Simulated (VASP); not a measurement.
# Ag8I7 (a cell with a defect) in VASP: relaxation of the atoms with PBE

Aim: the relaxation of the atoms of Ag8I7 (a cell with a defect) with PBE.

Everything below comes from runs of VASP 6.6.1. Logs are shortened: lines on timing, memory, paths and dates and some standing lists are left out, and cuts for length are marked.

## (1) The cell of the first run

The cell holds a defect, 15 atoms: a = 8.709 Å, b = 8.709 Å, c = 8.709 Å, α = 60.00°, β = 60.00°, γ = 60.00°.

## (2) Relaxation of the atoms, PBE

Contents of INCAR:

```
SYSTEM = Ag8I7
PREC = Accurate
ENCUT = 450
EDIFF = 1E-7
ISMEAR = 0
SIGMA = 0.05
LREAL = .FALSE.
LASPH = .TRUE.
NELM = 120
ALGO = Normal
ISIF = 2
LWAVE = .FALSE.
LCHARG = .FALSE.
GGA = PE
IBRION = 2
NSW = 70
EDIFFG = -0.02
NELECT = 136.0
GGA_COMPAT = .FALSE.
NELMIN = 4
KPAR = 4
```

Contents of KPOINTS:

```
regular mesh
0
G
  4 4 4
  0 0 0
```

Contents of POSCAR:

```
Ag8I7
1.0
    0.0000000000      6.1585364674     -6.1585364674
    6.1585364674      6.1585364674      0.0000000000
    6.1585364674      0.0000000000     -6.1585364674
Ag I
8 7
Direct
    0.5000000000      0.5000000000      0.0000000000
    0.5000000000      0.0000000000      0.0000000000
    1.0000000000      0.5000000000      0.0000000000
    1.0000000000      0.0000000000      0.0000000000
    0.5000000000      0.5000000000      0.5000000000
    0.5000000000      0.0000000000      0.5000000000
    1.0000000000      0.5000000000      0.5000000000
    1.0000000000      0.0000000000      0.5000000000
    0.2500000000     -0.2500000000      0.2500000000
    0.7500000000      0.7500000000      0.2500000000
    0.7500000000      0.2500000000      0.2500000000
    0.2500000000      0.7500000000      0.7500000000
    0.2500000000      0.2500000000      0.7500000000
    0.7500000000      0.7500000000      0.7500000000
    0.7500000000      0.2500000000      0.7500000000
```

Potentials or basis: VASP PAW PBE potentials, release 64 (Ag, I).

Launch:

```bash
> cat potpaw_PBE.64/Ag/POTCAR potpaw_PBE.64/I/POTCAR > POTCAR
> mpirun -np 4 vasp_std > vasp.out
```

OUTCAR:

```text
SYSTEM = Ag8I7
   PREC = Accurate
   ENCUT = 450
   EDIFF = 1E-7
   ISMEAR = 0
   LREAL = .FALSE.
   LASPH = .TRUE.
   NELM = 120
   ISIF = 2
   GGA = PE
   IBRION = 2
   NSW = 70
   EDIFFG = -0.02
   NELECT = 136.0
   NELMIN = 4

 ion  position               nearest neighbor table
   1  0.500  0.500  0.000-   9 3.08  11 3.08  12 3.08  14 3.08  15 3.08
   2  0.500  0.000  0.000-   9 3.08  10 3.08  13 3.08  14 3.08  15 3.08
   3  0.000  0.500  0.000-  10 3.08  11 3.08  12 3.08  13 3.08  14 3.08
   4  0.000  0.000  0.000-   9 3.08  10 3.08  11 3.08  12 3.08  13 3.08  15 3.08
   5  0.500  0.500  0.500-   9 3.08  10 3.08  11 3.08  12 3.08  13 3.08  15 3.08
   6  0.500  0.000  0.500-  10 3.08  11 3.08  12 3.08  13 3.08  14 3.08
   7  0.000  0.500  0.500-   9 3.08  10 3.08  13 3.08  14 3.08  15 3.08
   8  0.000  0.000  0.500-   9 3.08  11 3.08  12 3.08  14 3.08  15 3.08
   9  0.250  0.750  0.250-   1 3.08   2 3.08   4 3.08   5 3.08   7 3.08   8 3.08
  10  0.750  0.750  0.250-   2 3.08   3 3.08   4 3.08   5 3.08   6 3.08   7 3.08
  11  0.750  0.250  0.250-   1 3.08   3 3.08   4 3.08   5 3.08   6 3.08   8 3.08
  12  0.250  0.750  0.750-   1 3.08   3 3.08   4 3.08   5 3.08   6 3.08   8 3.08
  13  0.250  0.250  0.750-   2 3.08   3 3.08   4 3.08   5 3.08   6 3.08   7 3.08
  14  0.750  0.750  0.750-   1 3.08   2 3.08   3 3.08   6 3.08   7 3.08   8 3.08
  15  0.750  0.250  0.750-   1 3.08   2 3.08   4 3.08   5 3.08   7 3.08   8 3.08

  LATTYP: Found a face centered cubic cell.
 ALAT       =    12.3170729348

  Lattice vectors:

 A1 = (   0.0000000000,   6.1585364674,  -6.1585364674)
 A2 = (   6.1585364674,   6.1585364674,   0.0000000000)
 A3 = (   6.1585364674,   0.0000000000,  -6.1585364674)

Analysis of symmetry for initial positions (statically):
=====================================================================
 Subroutine PRICEL returns:
 Original cell was already a primitive cell.

 Routine SETGRP: Setting up the symmetry group for a
 face centered cubic supercell.

 Subroutine GETGRP returns: Found 48 space group operations
 (whereof 24 operations were pure point group operations)
 out of a pool of 48 trial point group operations.

The static configuration has the point symmetry T_d .
 The point group associated with its full space group is O_h .

Analysis of symmetry for dynamics (positions and initial velocities):
=====================================================================
 Subroutine PRICEL returns:
 Original cell was already a primitive cell.

 Routine SETGRP: Setting up the symmetry group for a
 face centered cubic supercell.

 Subroutine GETGRP returns: Found 48 space group operations
 (whereof 24 operations were pure point group operations)
 out of a pool of 48 trial point group operations.

The dynamic configuration has the point symmetry T_d .
 The point group associated with its full space group is O_h .

 Subroutine INISYM returns: Found 48 space group operations
 (whereof 24 operations are pure point group operations),
 and found     1 'primitive' translations

----------------------------------------------------------------------------------------

                                     Primitive cell

  volume of cell :     467.1567

  direct lattice vectors                    reciprocal lattice vectors
     0.000000000  6.158536467 -6.158536467    -0.081188120  0.081188120 -0.081188120
     6.158536467  6.158536467  0.000000000     0.081188120  0.081188120  0.081188120
     6.158536467  0.000000000 -6.158536467     0.081188120 -0.081188120 -0.081188120

  length of vectors
     8.709485797  8.709485797  8.709485797     0.140621949  0.140621949  0.140621949

  position of ions in fractional coordinates (direct lattice)
     0.500000000  0.500000000  0.000000000
     0.500000000  0.000000000  0.000000000
     0.000000000  0.500000000  0.000000000
     0.000000000  0.000000000  0.000000000
     0.500000000  0.500000000  0.500000000
     0.500000000  0.000000000  0.500000000
     0.000000000  0.500000000  0.500000000
     0.000000000  0.000000000  0.500000000
     0.250000000  0.750000000  0.250000000
     0.750000000  0.750000000  0.250000000
     0.750000000  0.250000000  0.250000000
     0.250000000  0.750000000  0.750000000
     0.250000000  0.250000000  0.750000000
     0.750000000  0.750000000  0.750000000
     0.750000000  0.250000000  0.750000000

  ion indices of the primitive-cell ions
   primitive index   ion index
                 1           1
                 2           2
                 3           3
                 4           4
                 5           5
                 6           6
                 7           7
                 8           8
                 9           9
                10          10
                11          11
                12          12
                13          13
                14          14
                15          15

----------------------------------------------------------------------------------------

 KPOINTS: regular mesh

Automatic generation of k-mesh.
 Grid dimensions read from file:
 generate k-points for:    4    4    4

 Generating k-lattice:

  Cartesian coordinates                     Fractional coordinates (reciprocal lattice)
    -0.020297030  0.020297030 -0.020297030     0.250000000  0.000000000  0.000000000
     0.020297030  0.020297030  0.020297030     0.000000000  0.250000000  0.000000000
     0.020297030 -0.020297030 -0.020297030     0.000000000  0.000000000  0.250000000

  Length of vectors
     0.035155487  0.035155487  0.035155487

  Shift w.r.t. Gamma in fractional coordinates (k-lattice)
     0.000000000  0.000000000  0.000000000

 Subroutine IBZKPT returns following result:
 ===========================================

 Found      8 irreducible k-points:

 Following reciprocal coordinates:
            Coordinates               Weight
  0.000000  0.000000  0.000000      1.000000
  0.250000  0.000000  0.000000      8.000000
  0.500000  0.000000  0.000000      4.000000
  0.250000  0.250000  0.000000      6.000000
  0.500000  0.250000  0.000000     24.000000
 -0.250000  0.250000  0.000000     12.000000
  0.500000  0.500000  0.000000      3.000000
 -0.250000  0.500000  0.250000      6.000000
   k-points           NKPTS =      8   k-points in BZ     NKDIM =      8   number of bands    NBANDS=     81
   number of dos      NEDOS =    301   number of ions     NIONS =     15
   total plane-waves  NPLWV = 216000
   dimension x,y,z NGX =    60 NGY =   60 NGZ =   60
   dimension x,y,z NGXF=   120 NGYF=  120 NGZF=  120
   ions per type =               8   7
   NGX,Y,Z   is equivalent  to a cutoff of  11.45, 11.45, 11.45 a.u.
   NGXF,Y,Z  is equivalent  to a cutoff of  22.91, 22.91, 22.91 a.u.
 SYSTEM =  Ag8I7
   PREC   = accura    normal or accurate (medium, high low for compatibility)
   ISTART =      0    job   : 0-new  1-cont  2-samecut
   ICHARG =      2    charge: 1-file 2-atom 10-const
   ISPIN  =      1    spin polarized calculation?
   LNONCOLLINEAR =      F non collinear calculations
   LSORBIT =      F    spin-orbit coupling
   LASPH  =      T    aspherical Exc in radial PAW
   ENCUT  =  450.0 eV  33.07 Ry    5.75 a.u.  15.06 15.06 15.06*2*pi/ulx,y,z
   NELM   =    120;   NELMIN=  4; NELMDL= -5     # of ELM steps
   EDIFF  = 0.1E-06   stopping-criterion for ELM
   LREAL  =      F    real-space projection
   EDIFFG = -.2E-01   stopping-criterion for IOM
   NSW    =     70    number of steps for IOM
   IBRION =      2    ionic relax: 0-MD 1-quasi-New 2-CG
   NFREE  =      1    steps in history (QN), initial steepest desc. (CG)
   ISIF   =      2    stress and relaxation
   ISYM   =      2    0-nonsym 1-usesym 2-fastsym
   POTIM  = 0.5000    time-step for ionic-motion
   TEBEG  =    0.0;   TEEND  =   0.0 temperature during run
   PSTRESS=    0.0 pullay stress
   NELECT =     136.0000    total number of electrons
   NUPDOWN=      -1.0000    fix difference up-down
   EMIN   =  10.00;   EMAX   =-10.00  energy-range for DOS
   EFERMI =   0.00;   METHOD = LEGACY
   ISMEAR =     0;   SIGMA  =   0.05  broadening in eV -4-tet -1-fermi 0-gaus
   EFERMI_NEDOS =   21; number of points for ismear=-14 and -15
   IALGO  =     38    algorithm
   IMIX   =      4    mixing-type and parameters
     AMIX     =   0.40;   BMIX     =  1.00
     AMIX_MAG =   1.60;   BMIX_MAG =  1.00
  volume/ion in A,a.u.               =      31.14       210.17
  Fermi-wavevector in a.u.,A,eV,Ry     =   1.085010  2.050371 16.017405  1.177246
  Thomas-Fermi vector in A             =   2.221113
   LORBIT       =      0    0 simple, 1 ext, 2 COOP (PROOUT), +10 PAW based schemes
   GGA     = PE    functional components
   LHFCALC =     F    Hartree Fock is set to
   AEXX    =    0.0000 exact exchange contribution
   IVDW    =     0    specifies the selected vdW correction
   LEPSILON=     F    determine dielectric tensor
   LRPA    =     F    only Hartree local field effects (RPA)
 conjugate gradient relaxation of ions
 non-spin polarized calculation
 Gauss-broadening in eV      SIGMA  =   0.05
  energy-cutoff  :      450.00
  volume of cell :      467.16
 maximum number of plane-waves:     10144
   NGX = 31   NGY = 31   NGZ = 31

--------------------------------------- Ionic step        1  -------------------------------------------

 number of electron     135.9999981 magnetization

 Free energy of the ion-electron system (eV)
  ---------------------------------------------------
  ext. energy  EPLUGINS =         0.00000000
  ---------------------------------------------------
  free energy    TOTEN  =       -37.95060256 eV

  energy without entropy =      -37.94951377  energy(sigma->0) =      -37.95005816

------------------------ aborting loop because EDIFF is reached ----------------------------------------

  FORCE on cell =-STRESS in cart. coord.  units (eV):
  Direction    XX          YY          ZZ          XY          YZ          ZX
  --------------------------------------------------------------------------------------
  -------------------------------------------------------------------------------------
  Total      -12.2627307    -12.2627307    -12.2627307     -0.0000000     -0.0000000     -0.0000000
  in kB      -42.0567030    -42.0567030    -42.0567030     -0.0000000     -0.0000000     -0.0000000
  external PRESSURE =     -42.0567030 kB  Pullay stress =       0.0000000 kB
[... 132 lines left out ...]
  energy  without entropy=      -38.0444328123  energy(sigma->0) =      -38.04450085

--------------------------------------- Ionic step        4  -------------------------------------------

 number of electron     135.9999986 magnetization

 Free energy of the ion-electron system (eV)
  ---------------------------------------------------
  ext. energy  EPLUGINS =         0.00000000
  ---------------------------------------------------
  free energy    TOTEN  =       -38.10157291 eV

  energy without entropy =      -38.10157221  energy(sigma->0) =      -38.10157256

 E-fermi :   4.1177     XC(G=0):  -8.9552

 val. band max:        3.9777987515   @ k =   0.0000   0.0000   0.0000
 cond. band min:       4.2515296798   @ k =   0.0000   0.0000   0.0000
 fundamental gap:      0.2737309283
 Fermi energy:         4.1176559680

 k-point     1 :       0.0000    0.0000    0.0000
  band No.  band energies     occupation
      1      -8.9652      2.00000
      2      -8.5826      2.00000
      3      -8.3322      2.00000
      4      -8.3322      2.00000
      5      -8.3322      2.00000
      6      -8.2791      2.00000
[... 653 lines left out ...]
     79       9.0793      0.00000
     80       9.0793      0.00000
 [bands above 80 left out]

------------------------ aborting loop because EDIFF is reached ----------------------------------------

  FORCE on cell =-STRESS in cart. coord.  units (eV):
  Direction    XX          YY          ZZ          XY          YZ          ZX
  --------------------------------------------------------------------------------------
  -------------------------------------------------------------------------------------
  Total      -10.5367923    -10.5367923    -10.5367923     -0.0000000      0.0000000      0.0000000
  in kB      -36.1373627    -36.1373627    -36.1373627     -0.0000000      0.0000000      0.0000000
  external PRESSURE =     -36.1373627 kB  Pullay stress =       0.0000000 kB
[... 30 lines left out ...]
  FREE ENERGIE OF THE ION-ELECTRON SYSTEM (eV)
  ---------------------------------------------------
  free  energy   TOTEN  =       -38.1015729076 eV

  energy  without entropy=      -38.1015722149  energy(sigma->0) =      -38.10157256

 reached required accuracy - stopping structural energy minimisation
```

It took 8.3 min on 4 MPI ranks of AMD EPYC 7R13 (Zen 3), shared host; peak memory 0.64 GiB.

Results:

```
Free energy                  : -38.1016 eV
Energy gained by relaxing    : 10.1 meV/atom
Ionic steps                  : 4
Largest force after relaxing : 0.004 eV/Å
```

Forces on the atoms (eV/Å):
```
Ag   0.000 -0.004  0.000
Ag   0.004  0.000  0.000
Ag   0.000  0.000 -0.004
Ag   0.000  0.000  0.000
Ag   0.000  0.000  0.000
Ag   0.000  0.000  0.004
Ag  -0.004  0.000  0.000
Ag   0.000  0.004  0.000
I    0.000  0.000  0.000
I    0.000  0.000  0.000
I    0.000  0.000  0.000
I    0.000  0.000  0.000
I    0.000  0.000  0.000
I    0.000  0.000  0.000
I    0.000  0.000  0.000
```

Step by step:
```tsv
step	energy change (eV)	largest force (eV/Å)	pressure (GPa)
1	0.0000	0.3115	-4.21
2	-0.0270	0.2876	-4.15
3	-0.0940	0.2046	-3.99
4	-0.1510	0.0037	-3.61
```

Final structure:
```xyz
15
Lattice="0.0000 6.1585 -6.1585 6.1585 6.1585 0.0000 6.1585 0.0000 -6.1585" Properties=species:S:1:pos:R:3 pbc="T T T"
Ag    9.2378    6.3088   -9.2378
Ag   12.1668    9.2378   -9.2378
Ag    9.2378    9.2378  -12.1668
Ag    0.0000    6.1585   -6.1585
Ag    6.1585    6.1585   -6.1585
Ag    9.2378    9.2378   -6.3088
Ag    6.3088    9.2378   -9.2378
Ag    9.2378   12.1668   -9.2378
I     6.1585    6.1585   -3.0793
I     6.1585    9.2378   -6.1585
I     3.0793    6.1585   -6.1585
I     9.2378    6.1585   -6.1585
I     6.1585    3.0793   -6.1585
I     9.2378    9.2378   -9.2378
I     6.1585    6.1585   -9.2378
```

Levels at points of the mesh, in eV from the Fermi level:
| k point | band 65 | band 66 | band 67 | band 68 | band 69 | band 70 | band 71 | band 72 |
| --- | --- | --- | --- | --- | --- | --- | --- | --- |
| (0.00, 0.00, 0.00) | -0.25 | -0.25 | -0.14 | -0.14 | 0.13 | 0.70 | 0.70 | 0.74 |
| (0.50, 0.00, 0.00) | -0.97 | -0.97 | -0.74 | -0.74 | 1.77 | 1.90 | 2.05 | 2.05 |
| (0.50, 0.50, 0.00) | -0.88 | -0.88 | -0.35 | -0.25 | 1.47 | 2.41 | 2.83 | 2.99 |

Caveat: the cell carries a net charge on a neutralising background, which shifts energy and pressure; the cell is charged against a uniform background, so pressure and absolute levels hang on convention; spin-orbit coupling is left out, which moves the levels of the heavy elements.
